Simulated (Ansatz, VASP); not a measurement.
**C in VASP and in Ansatz**

The input INCAR:

```
SYSTEM = C
ALGO     = Normal         ! electronic algorithm
EDIFF    = 1E-7           ! SCF threshold, eV
ENCUT    = 520            ! plane-wave cutoff, eV
GGA      = PS             ! functional
ISIF     = 2              ! what is computed and relaxed
ISMEAR   = 0              ! smearing method
LASPH    = .TRUE.         ! aspherical terms in the spheres
LCHARG   = .TRUE.         ! write CHGCAR
LELF     = .TRUE.         ! ELF
LREAL    = .FALSE.        ! projectors in reciprocal space
LVHAR    = .TRUE.       
LWAVE    = .FALSE.        ! write WAVECAR
NBANDS   = 16             ! bands
NELM     = 100            ! most SCF steps
PREC     = Accurate       ! precision mode
SIGMA    = 0.15           ! smearing width, eV
```

File KPOINTS:

```
k-points
0
G
  18 18 6
  0 0 0
```

Contents of POSCAR:

```
C
1.0
    2.4587330167      0.0000000000      0.0000000000
   -1.2293665084      2.1293252536      0.0000000000
    0.0000000000      0.0000000000      7.2458067263
C
4
Direct
    0.0666815852      0.1333631704      0.0025000000
   -0.0666815852     -0.1333631704      0.5025000000
    0.4000211255      0.8000422510      0.0025000000
    0.5999788745      0.1999577490      0.5025000000
```

Input for Ansatz:

```yaml
crystal:
  lattice:
    - [2.4587330167, 0.0, 0.0]
    - [-1.2293665084, 2.1293252536, 0.0]
    - [0.0, 0.0, 7.2458067263]
  atoms:
    - { symbol: C, position: [0.0666815852, 0.1333631704, 0.0025] }
    - { symbol: C, position: [-0.0666815852, -0.1333631704, 0.5025] }
    - { symbol: C, position: [0.4000211255, 0.800042251, 0.0025] }
    - { symbol: C, position: [0.5999788745, 0.199957749, 0.5025] }
basis:
  ecutwfc: 520.0
kpoints:
  mp_grid: { grid: [18, 18, 6] }
hamiltonian:
  xc: pbesol
  pseudopotentials: { kind: paw, azcp: { folder: soft_1 } }
scf:
  occupations: { method: gaussian, width: 0.15 }
output:
  forces: true
  stress: true
  eigenvalues: true
```

Change from the starting cell: mode 4 frozen in at -0.000 Å and mode 5 at +0.284 Å (largest displacements).

Alike in both runs: task single point; functional PBEsol; k mesh 18 × 18 × 6; occupations gaussian, width 0.15 eV; no spin polarisation.

|  | VASP | Ansatz |
| --- | --- | --- |
| version | VASP 6.6.1 | Ansatz 0.2.0 |
| potentials or method | VASP PAW PBE potentials, release 64 (C), cutoff 520 eV | scalar-relativistic, plane waves, PAW |
| valence electrons in the cell | 16 | 16 |

|  | VASP | Ansatz | Ansatz less VASP |
| --- | --- | --- | --- |
| gap on the k mesh at the Fermi level (eV) | none | none | - |
| least direct gap on the mesh (eV) | 0.00 | 0.00 | 0.000 |
| pressure (GPa) | 0.7 | 0.0 | -0.68 |
| traceless stress, the component that is largest in VASP (GPa) | -0.64 | 0.11 | +0.747 |

VASP's potentials were made for PBE, not for PBEsol, and Ansatz warns of the same on its side. A gap of «none» marks a metal or a gap that the smearing closes.

A gap of «none» marks a metal or a gap under the smearing width.
